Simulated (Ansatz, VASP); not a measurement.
MgO in VASP and in Ansatz

The input INCAR:

```
SYSTEM = MgO
PREC = Accurate
ENCUT = 520
EDIFF = 1E-6
ISMEAR = 0
SIGMA = 0.05
LREAL = .FALSE.
LASPH = .TRUE.
NELM = 100
ALGO = Normal
ISIF = 2
LWAVE = .FALSE.
LCHARG = .TRUE.
GGA = PE
LELF = .TRUE.
LVHAR = .TRUE.
NBANDS = 26
```

File KPOINTS:

```
Automatic mesh
0
G
  8 8 8
  0 0 0
```

File POSCAR:

```
MgO
1.0
    3.5213164963      0.0000000000      0.0000000000
    1.7606582482     -3.0495495405     -4.2393824239
    1.7606582481      3.0495495406     -4.2393824239
Mg O
4 4
Direct
    0.8720249050      0.4613084288      0.7946417611
    0.3891547168      0.9441786159      0.2775119504
    0.1305898106      0.5516857187      0.1871346600
    0.6305898112      0.0204679928      0.7183523847
    0.6165081971      0.7089609516      0.0580226541
    0.1165081971      0.2246893208      0.5422942851
    0.3674352208      0.2992314456      0.9658981128
    0.8655811734      0.8010854936      0.4677521596
```

Input for Ansatz:

```yaml
crystal:
  lattice:
    - [3.5213164963, 0.0, 0.0]
    - [1.7606582482, -3.0495495405, -4.2393824239]
    - [1.7606582481, 3.0495495406, -4.2393824239]
  atoms:
    - { symbol: Mg, position: [0.872024905, 0.4613084288, 0.7946417611] }
    - { symbol: Mg, position: [0.3891547168, 0.9441786159, 0.2775119504] }
    - { symbol: Mg, position: [0.1305898106, 0.5516857187, 0.18713466] }
    - { symbol: Mg, position: [0.6305898112, 0.0204679928, 0.7183523847] }
    - { symbol: O, position: [0.6165081971, 0.7089609516, 0.0580226541] }
    - { symbol: O, position: [0.1165081971, 0.2246893208, 0.5422942851] }
    - { symbol: O, position: [0.3674352208, 0.2992314456, 0.9658981128] }
    - { symbol: O, position: [0.8655811734, 0.8010854936, 0.4677521596] }
basis:
  ecutwfc: 520.0
kpoints:
  mp_grid: { grid: [8, 8, 8] }
hamiltonian:
  xc: pbe
  pseudopotentials: { kind: paw, azcp: { folder: soft_1 } }
scf:
  occupations: { method: gaussian, width: 0.05 }
output:
  forces: true
  stress: true
  eigenvalues: true
```

Change from the starting cell: mode 12 frozen in at -0.072 Å and mode 21 at -0.095 Å (largest displacements).

Alike in both runs: task single point; functional PBE; k mesh 8 × 8 × 8; occupations gaussian, width 0.05 eV; no spin polarisation.

```csv
,VASP,Ansatz
version,VASP 6.6.1,Ansatz 0.2.0
potentials or method,"VASP PAW PBE potentials, release 64 (Mg, O), cutoff 520 eV","scalar-relativistic, plane waves, PAW"
valence electrons in the cell,32,64
```

```tsv
	VASP	Ansatz	Ansatz less VASP
gap on the k mesh at the Fermi level (eV)	2.87	2.90	+0.031
least direct gap on the mesh (eV)	2.87	2.90	+0.031
pressure (GPa)	1.1	1.7	+0.53
traceless stress, the component that is largest in VASP (GPa)	3.07	3.13	+0.060
rms of the force components (eV/Å)	0.857	0.846	-0.0103
```

Atom by atom the forces differ by 0.010 eV/Å (rms over components). VASP's potentials hold 32 valence electrons a cell and Ansatz's 64, so a difference there can come from the potentials and not from the codes.
